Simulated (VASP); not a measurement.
# SiNi3 in VASP: notebook

The runs below take SiNi3 through single point, relaxation of cell and atoms, with PBE.

All numbers are computed with VASP 6.6.1; they aren't measurements. Logs are shortened: lines on timing, memory, paths and dates and some standing lists are left out, and cuts for length are marked.

## 1. The cell of the first run

The structure is cubic, space group Pm-3m (No. 221). Conventional cell: a = 3.505 Å, b = 3.505 Å, c = 3.505 Å, α = 90.00°, β = 90.00°, γ = 90.00°. Within 3.3 Å of Si (site symmetry m-3m) lie 12 Ni at 2.48 Å. Ni (site symmetry 4/mmm) has 8 Ni at 2.48 Å and 4 Si at 2.48 Å within 3.3 Å.

## 2. Single point, PBE, collinear spin, ferrimagnetic start

INCAR reads:

```
SYSTEM = SiNi3
PREC = Accurate
ENCUT = 520
EDIFF = 1E-7
ISMEAR = 0
SIGMA = 0.1
LREAL = .False.
LASPH = .True.
NELM = 150
ALGO = Fast
ISIF = 2
LWAVE = .False.
LCHARG = .False.
ISPIN = 2
MAGMOM = 0 2 -2 -2
LORBIT = 11
LMAXMIX = 4
GGA = PE
NBANDS = 29
```

KPOINTS reads:

```
regular mesh
0
Gamma
  6 6 6
  0 0 0
```

POSCAR reads:

```
SiNi3
1.0
    3.5048933929      0.0000000000      0.0000000000
    0.0000000000      3.5048938163      0.0000000000
    0.0000000000      0.0000000000      3.5048938163
Si Ni
1 3
Direct
    0.0000000000      0.0000000000      0.0000000000
    0.0000000000      0.5000000000      0.5000000000
    0.5000000000      0.0000000000      0.5000000000
    0.5000000000      0.5000000000      0.0000000000
```

Potentials or basis: VASP PAW PBE potentials, release 64 (Si, Ni).

Command:

```
> cat potpaw_PBE.64/Si/POTCAR potpaw_PBE.64/Ni/POTCAR > POTCAR
> mpirun -np 1 vasp_std > vasp.out
```

OUTCAR:

```text
SYSTEM = SiNi3
   PREC = Accurate
   ENCUT = 520
   EDIFF = 1E-7
   ISMEAR = 0
   LREAL = .False.
   LASPH = .True.
   NELM = 150
   ISIF = 2
   ISPIN = 2
   LORBIT = 11
   GGA = PE

 ion  position               nearest neighbor table
   1  0.000  0.000  0.000-   3 2.48   4 2.48   3 2.48   4 2.48   3 2.48   4 2.48   3 2.48   4 2.48
                             2 2.48   2 2.48   2 2.48   2 2.48
   2  0.000  0.500  0.500-   3 2.48   4 2.48   4 2.48   3 2.48   3 2.48   4 2.48   4 2.48   3 2.48
                             1 2.48   1 2.48   1 2.48   1 2.48
   3  0.500  0.000  0.500-   1 2.48   2 2.48   1 2.48   2 2.48   1 2.48   2 2.48   1 2.48   2 2.48
                             4 2.48   4 2.48   4 2.48   4 2.48
   4  0.500  0.500  0.000-   1 2.48   2 2.48   2 2.48   1 2.48   1 2.48   2 2.48   2 2.48   1 2.48
                             3 2.48   3 2.48   3 2.48   3 2.48

  LATTYP: Found a simple cubic cell.
 ALAT       =     3.5048933929

  Lattice vectors:

 A1 = (   3.5048933929,   0.0000000000,   0.0000000000)
 A2 = (   0.0000000000,   3.5048938163,   0.0000000000)
 A3 = (   0.0000000000,   0.0000000000,   3.5048938163)

Analysis of symmetry for initial positions (statically):
=====================================================================
 Subroutine PRICEL returns:
 Original cell was already a primitive cell.

 Routine SETGRP: Setting up the symmetry group for a
 simple cubic supercell.

 Subroutine GETGRP returns: Found 48 space group operations
 (whereof 48 operations were pure point group operations)
 out of a pool of 48 trial point group operations.

The static configuration has the point symmetry O_h .

Analysis of symmetry for dynamics (positions and initial velocities):
=====================================================================
 Subroutine PRICEL returns:
 Original cell was already a primitive cell.

 Routine SETGRP: Setting up the symmetry group for a
 simple cubic supercell.

 Subroutine GETGRP returns: Found 48 space group operations
 (whereof 48 operations were pure point group operations)
 out of a pool of 48 trial point group operations.

The dynamic configuration has the point symmetry O_h .

Analysis of structural, dynamic, and magnetic symmetry:
=====================================================================
 Subroutine PRICEL returns:
 Original cell was already a primitive cell.

 Routine SETGRP: Setting up the symmetry group for a
 simple cubic supercell.

 Subroutine GETGRP returns: Found 16 space group operations
 (whereof 16 operations were pure point group operations)
 out of a pool of 48 trial point group operations.

The overall configuration has the point symmetry D_4h.

 Subroutine INISYM returns: Found 16 space group operations
 (whereof 16 operations are pure point group operations),
 and found     1 'primitive' translations

----------------------------------------------------------------------------------------

                                     Primitive cell

  volume of cell :      43.0551

  direct lattice vectors                    reciprocal lattice vectors
     3.504893393  0.000000000  0.000000000     0.285315383  0.000000000  0.000000000
     0.000000000  3.504893816  0.000000000     0.000000000  0.285315348  0.000000000
     0.000000000  0.000000000  3.504893816     0.000000000  0.000000000  0.285315348

  length of vectors
     3.504893393  3.504893816  3.504893816     0.285315383  0.285315348  0.285315348

  position of ions in fractional coordinates (direct lattice)
     0.000000000  0.000000000  0.000000000
     0.000000000  0.500000000  0.500000000
     0.500000000  0.000000000  0.500000000
     0.500000000  0.500000000  0.000000000

  ion indices of the primitive-cell ions
   primitive index   ion index
                 1           1
                 2           2
                 3           3
                 4           4

----------------------------------------------------------------------------------------

 KPOINTS: regular mesh

Automatic generation of k-mesh.
 Grid dimensions read from file:
 generate k-points for:    6    6    6

 Generating k-lattice:

  Cartesian coordinates                     Fractional coordinates (reciprocal lattice)
     0.047552564  0.000000000  0.000000000     0.166666667  0.000000000  0.000000000
     0.000000000  0.047552558  0.000000000     0.000000000  0.166666667  0.000000000
     0.000000000  0.000000000  0.047552558     0.000000000  0.000000000  0.166666667

  Length of vectors
     0.047552564  0.047552558  0.047552558

  Shift w.r.t. Gamma in fractional coordinates (k-lattice)
     0.000000000  0.000000000  0.000000000

 Subroutine IBZKPT returns following result:
 ===========================================

 Found     40 irreducible k-points:

 Following reciprocal coordinates:
            Coordinates               Weight
  0.000000  0.000000  0.000000      1.000000
  0.166667  0.000000  0.000000      2.000000
  0.000000  0.166667  0.000000      4.000000
  0.333333  0.000000  0.000000      2.000000
  0.000000  0.333333  0.000000      4.000000
  0.500000  0.000000  0.000000      1.000000
[... 16 lines left out ...]
  0.166667  0.166667  0.166667      8.000000
  0.333333  0.166667  0.166667      8.000000
 [... further k-points ...]
   k-points           NKPTS =     40   k-points in BZ     NKDIM =     40   number of bands    NBANDS=     29
   number of dos      NEDOS =    301   number of ions     NIONS =      4
   total plane-waves  NPLWV =  21952
   dimension x,y,z NGX =    28 NGY =   28 NGZ =   28
   dimension x,y,z NGXF=    56 NGYF=   56 NGZF=   56
   ions per type =               1   3
   NGX,Y,Z   is equivalent  to a cutoff of  13.28, 13.28, 13.28 a.u.
   NGXF,Y,Z  is equivalent  to a cutoff of  26.56, 26.56, 26.56 a.u.
 SYSTEM =  SiNi3
   PREC   = accura    normal or accurate (medium, high low for compatibility)
   ISTART =      0    job   : 0-new  1-cont  2-samecut
   ICHARG =      2    charge: 1-file 2-atom 10-const
   ISPIN  =      2    spin polarized calculation?
   LNONCOLLINEAR =      F non collinear calculations
   LSORBIT =      F    spin-orbit coupling
   LASPH  =      T    aspherical Exc in radial PAW
   ENCUT  =  520.0 eV  38.22 Ry    6.18 a.u.   6.52  6.52  6.52*2*pi/ulx,y,z
   NELM   =    150;   NELMIN=  2; NELMDL= -5     # of ELM steps
   EDIFF  = 0.1E-06   stopping-criterion for ELM
   LREAL  =      F    real-space projection
   EDIFFG = 0.1E-05   stopping-criterion for IOM
   NSW    =      0    number of steps for IOM
   IBRION =     -1    ionic relax: 0-MD 1-quasi-New 2-CG
   NFREE  =      0    steps in history (QN), initial steepest desc. (CG)
   ISIF   =      2    stress and relaxation
   ISYM   =      2    0-nonsym 1-usesym 2-fastsym
   POTIM  = 0.5000    time-step for ionic-motion
   TEBEG  =    0.0;   TEEND  =   0.0 temperature during run
   PSTRESS=    0.0 pullay stress
   NELECT =      34.0000    total number of electrons
   NUPDOWN=      -1.0000    fix difference up-down
   EMIN   =  10.00;   EMAX   =-10.00  energy-range for DOS
   EFERMI =   0.00;   METHOD = LEGACY
   ISMEAR =     0;   SIGMA  =   0.10  broadening in eV -4-tet -1-fermi 0-gaus
   EFERMI_NEDOS =   21; number of points for ismear=-14 and -15
   IALGO  =     68    algorithm
   IMIX   =      4    mixing-type and parameters
     AMIX     =   0.40;   BMIX     =  1.00
     AMIX_MAG =   1.60;   BMIX_MAG =  1.00
  volume/ion in A,a.u.               =      10.76        72.64
  Fermi-wavevector in a.u.,A,eV,Ry     =   1.513188  2.859511 31.153785  2.289739
  Thomas-Fermi vector in A             =   2.623013
   LORBIT       =     11    0 simple, 1 ext, 2 COOP (PROOUT), +10 PAW based schemes
   GGA     = PE    functional components
   LHFCALC =     F    Hartree Fock is set to
   AEXX    =    0.0000 exact exchange contribution
   IVDW    =     0    specifies the selected vdW correction
   LEPSILON=     F    determine dielectric tensor
   LRPA    =     F    only Hartree local field effects (RPA)
 spin polarized calculation
 RMM-DIIS sequential band-by-band and
 Gauss-broadening in eV      SIGMA  =   0.10
  energy-cutoff  :      520.00
  volume of cell :       43.06
 maximum number of plane-waves:      1189
 NGX is ok and might be reduce to    28

 number of electron      33.9999978 magnetization       0.0098812

 number of electron      33.9999978 magnetization      -0.0001878

 Free energy of the ion-electron system (eV)
  ---------------------------------------------------
  ext. energy  EPLUGINS =         0.00000000
  ---------------------------------------------------
  free energy    TOTEN  =       -23.68433204 eV

  energy without entropy =      -23.67567705  energy(sigma->0) =      -23.68000455

 E-fermi :  10.6823     XC(G=0): -13.1035

 val. band max:       10.6525861963   @ k =   0.5000   0.5000   0.3333
 cond. band min:      10.7026914693   @ k =   0.0000   0.0000   0.0000
 fundamental gap:      0.0501052731
 Fermi energy:        10.6822782714

 spin component 1

 k-point     1 :       0.0000    0.0000    0.0000
  band No.  band energies     occupation
      1      -1.2632      1.00000
      2       5.7954      1.00000
      3       6.6165      1.00000
      4       6.6165      1.00000
      5       7.1359      1.00000
      6       7.1359      1.00000
[... 757 lines left out ...]
     28      24.7935      0.00000
     29      25.8093      0.00000

 [... further k-points ...]

 spin component 2

 k-point     1 :       0.0000    0.0000    0.0000
  band No.  band energies     occupation
      1      -1.2632      1.00000
      2       5.7954      1.00000
      3       6.6165      1.00000
      4       6.6165      1.00000
      5       7.1358      1.00000
      6       7.1358      1.00000
[... 757 lines left out ...]
     28      24.7934      0.00000
     29      25.8093      0.00000

 [... further k-points ...]
[... 5 lines left out ...]
  --------------------------------------------------------------------------------------
  -------------------------------------------------------------------------------------
  Total        0.0822183      0.0822766      0.0822766      0.0000000      0.0000000      0.0000000
  in kB        3.0595300      3.0616991      3.0616991      0.0000000      0.0000000      0.0000000
  external PRESSURE =       3.0609760 kB  Pullay stress =       0.0000000 kB

 VOLUME and BASIS-vectors are now :
 -----------------------------------------------------------------------------
  energy-cutoff  :      520.00
  volume of cell :       43.06
      direct lattice vectors                 reciprocal lattice vectors
     3.504893393  0.000000000  0.000000000     0.285315383  0.000000000  0.000000000
     0.000000000  3.504893816  0.000000000     0.000000000  0.285315348  0.000000000
     0.000000000  0.000000000  3.504893816     0.000000000  0.000000000  0.285315348

 POSITION                                       TOTAL-FORCE (eV/Angst)
 -----------------------------------------------------------------------------------
      0.00000      0.00000      0.00000         0.000000      0.000000      0.000000
      0.00000      1.75245      1.75245         0.000000      0.000000      0.000000
      1.75245      0.00000      1.75245         0.000000      0.000000      0.000000
      1.75245      1.75245      0.00000         0.000000      0.000000      0.000000
 -----------------------------------------------------------------------------------
    total drift:                                0.000000      0.000000      0.000000

  FREE ENERGIE OF THE ION-ELECTRON SYSTEM (eV)
  ---------------------------------------------------
  free  energy   TOTEN  =       -23.6843320390 eV

  energy  without entropy=      -23.6756770536  energy(sigma->0) =      -23.68000455

 total charge

# of ion       s       p       d       tot
------------------------------------------
    1        0.730   0.822   0.000   1.552
    2        0.485   0.571   8.411   9.467
    3        0.485   0.571   8.411   9.467
    4        0.485   0.571   8.411   9.467
--------------------------------------------------
tot          2.186   2.534  25.234  29.954

 magnetization (x)

# of ion       s       p       d       tot
------------------------------------------
    1        0.000   0.000   0.000   0.000
    2       -0.000   0.000  -0.000  -0.000
    3        0.000   0.000  -0.000  -0.000
    4        0.000   0.000  -0.000  -0.000
--------------------------------------------------
tot          0.000   0.000  -0.000  -0.000
```

Run time: 3.5 min. Hardware: 1 thread of Intel Xeon 8259CL, shared host; peak memory 0.22 GiB.

What came out:

* Free energy: -23.6843 eV
* Pressure: 0.3 GPa
* Band gap on the k mesh: zero (filled and empty bands overlap)
* Net moment: 0.00 μB per cell
* Valence electrons inside the program's atomic spheres: Si 1.55; Ni 9.47

Caveat: the moments typed at the start vanished in this run.

## 3. Single point, PBE, collinear spin, ferrimagnetic start

This run uses another cell than the first one, of 11.20 Å³/atom.

INCAR reads:

```
ALGO = Normal
EDIFF = 1E-6
ENCUT = 520
GGA = PE
ISIF = 2
ISMEAR = 0
ISPIN = 2
LASPH = T
LCHARG = T
LELF = T
LMAXMIX = 4
LORBIT = 11
LREAL = F
LVHAR = T
LWAVE = F
MAGMOM = 0 2 -2 -2
NBANDS = 29
NELM = 150
PREC = Accurate
SIGMA = 0.1
```

KPOINTS reads:

```
k-points
0
Gamma
  6 6 6
```

POSCAR reads:

```
SiNi3
1.0
    3.5511000200      0.0000000000      0.0000000000
    0.0000000000      3.5511000200      0.0000000000
    0.0000000000      0.0000000000      3.5511000200
Si Ni
1 3
Direct
    0.0000000000      0.0000000000      0.0000000000
    0.0000000000      0.5000000000      0.5000000000
    0.5000000000      0.0000000000      0.5000000000
    0.5000000000      0.5000000000      0.0000000000
```

Potentials or basis: VASP PAW PBE potentials, release 64 (Si, Ni).

Command:

```
> cat potpaw_PBE.64/Si/POTCAR potpaw_PBE.64/Ni/POTCAR > POTCAR
> mpirun -np 1 vasp_std > vasp.out
```

Wall time 3 min (1 thread of Intel Xeon 8259CL, shared host); peak memory 0.22 GiB.

It converged, with:

| Item | Value |
| --- | --- |
| Free energy | -23.6450 eV |
| Pressure | -7.3 GPa |
| Band gap on the k mesh | zero (filled and empty bands overlap) |
| Net moment | 0.00 μB per cell |
| Valence electrons inside the program's atomic spheres | Si 1.53; Ni 9.39 |

Levels at points of the mesh, in eV from the Fermi level:
Spin up:
```tsv
k point	band 14	band 15	band 16	band 17	band 18	band 19	band 20	band 21
(0.00, 0.00, 0.00)	-0.60	-0.60	-0.29	0.02	0.02	0.02	4.46	6.14
(0.50, 0.00, 0.00)	-1.23	-1.09	-0.54	0.02	3.45	3.45	4.91	5.17
(0.00, 0.50, 0.00)	-1.23	-1.09	-0.54	0.02	3.45	3.45	4.91	5.17
(0.50, 0.50, 0.00)	-1.35	-1.06	-0.97	-0.90	0.60	0.60	5.35	6.14
(0.00, 0.50, 0.50)	-1.35	-1.06	-0.97	-0.90	0.60	0.60	5.35	6.14
(0.50, 0.50, 0.50)	-1.18	-1.18	-0.32	-0.21	-0.21	-0.21	1.04	3.85
```
Spin down:
| k point | band 14 | band 15 | band 16 | band 17 | band 18 | band 19 | band 20 | band 21 |
| --- | --- | --- | --- | --- | --- | --- | --- | --- |
| (0.00, 0.00, 0.00) | -0.60 | -0.60 | -0.29 | 0.02 | 0.02 | 0.02 | 4.46 | 6.14 |
| (0.50, 0.00, 0.00) | -1.23 | -1.09 | -0.54 | 0.02 | 3.45 | 3.45 | 4.91 | 5.17 |
| (0.00, 0.50, 0.00) | -1.23 | -1.09 | -0.54 | 0.02 | 3.45 | 3.45 | 4.91 | 5.17 |
| (0.50, 0.50, 0.00) | -1.35 | -1.06 | -0.97 | -0.90 | 0.60 | 0.60 | 5.35 | 6.14 |
| (0.00, 0.50, 0.50) | -1.35 | -1.06 | -0.97 | -0.90 | 0.60 | 0.60 | 5.35 | 6.14 |
| (0.50, 0.50, 0.50) | -1.18 | -1.18 | -0.32 | -0.21 | -0.21 | -0.21 | 1.04 | 3.85 |

Caveat: the cell stands under tension; the moments typed at the start vanished in this run.

## 4. Single point, PBE

This run uses another cell than the first one: it holds 8 atoms, not 4.

INCAR reads:

```
SYSTEM = SiNi3
PREC = Accurate
ENCUT = 520
EDIFF = 1E-6
ISMEAR = 0
SIGMA = 0.2
LREAL = .FALSE.
LASPH = .TRUE.
NELM = 80
ALGO = Fast
ISIF = 2
LWAVE = .FALSE.
LCHARG = .FALSE.
GGA = PE
NBANDS = 44
```

KPOINTS reads:

```
regular mesh
0
G
  6 6 4
  0 0 0
```

POSCAR reads:

```
SiNi3
1.0
   -0.0008150594      3.5075488515     -0.0004635222
    0.0014044443     -0.0004889404      3.5056083027
    7.0167409287     -0.0016840935      0.0027307929
Si Ni
2 6
Direct
   -0.0007458142      0.0000765885      0.5003148070
    0.0003008884     -0.0002529769      0.0002217750
    0.5006219297      0.4998989094     -0.0000048165
    0.4995479309      0.5001787511      0.4997766647
    0.9997534724      0.5002958966      0.2498220202
    0.0002742293      0.4996864381      0.7498259822
    0.4995891911      0.0000854044      0.2500911948
    0.5006581723      0.0000309888      0.7499523726
```

Command:

```
> cat potpaw_PBE.64/Si/POTCAR potpaw_PBE.64/Ni/POTCAR > POTCAR
> mpirun -np 1 vasp_std > vasp.out
```

Wall time 11 min (1 thread of Intel Xeon 8259CL, shared host); peak memory 0.35 GiB.

The run converged. Its results:

* Free energy: -47.3953 eV
* Pressure: 0.0 GPa
* Largest force: 0.020 eV/Å
* Band gap on the k mesh: zero (bands 34 and 35 overlap by 0.24 eV)

Forces in eV/Å, atoms in the order of the input:
```
Si  -0.015  0.013 -0.001
Si  -0.010 -0.001  0.004
Ni  -0.008 -0.016  0.002
Ni   0.012  0.006 -0.003
Ni   0.010  0.005 -0.008
Ni   0.011  0.004  0.009
Ni  -0.005  0.005  0.004
Ni   0.004 -0.016 -0.007
```

Stress tensor (GPa, compression positive):
```
-0.10  0.06 -0.10
 0.06 -0.06  0.04
-0.10  0.04  0.03
```

Levels at points of the mesh, in eV from the Fermi level:
| k point | band 31 | band 32 | band 33 | band 34 | band 35 | band 36 | band 37 | band 38 |
| --- | --- | --- | --- | --- | --- | --- | --- | --- |
| (0.00, 0.00, 0.00) | -0.60 | -0.34 | -0.02 | -0.01 | -0.01 | -0.01 | 3.55 | 3.56 |
| (0.50, 0.00, 0.00) | -1.05 | -0.99 | -0.60 | -0.01 | 0.60 | 0.61 | 3.55 | 3.56 |
| (0.00, 0.50, 0.00) | -1.05 | -0.99 | -0.60 | -0.01 | 0.60 | 0.61 | 3.55 | 3.56 |
| (0.50, 0.50, 0.00) | -1.05 | -0.99 | -0.44 | -0.25 | -0.25 | -0.25 | 0.60 | 0.61 |
| (0.00, 0.00, 0.50) | -0.58 | -0.58 | -0.01 | -0.01 | 1.34 | 1.34 | 1.34 | 1.34 |
| (0.50, 0.00, 0.50) | -0.86 | -0.86 | -0.51 | -0.51 | 1.31 | 1.32 | 2.01 | 2.02 |
| (0.00, 0.50, 0.50) | -0.87 | -0.86 | -0.51 | -0.51 | 1.32 | 1.32 | 2.01 | 2.02 |
| (0.50, 0.50, 0.50) | -1.08 | -1.08 | -0.53 | -0.53 | 0.17 | 0.18 | 0.18 | 0.18 |

(Continued in part 2 of 2.)

The gap in the log of VASP goes by the Fermi energy; the results here count the filled bands.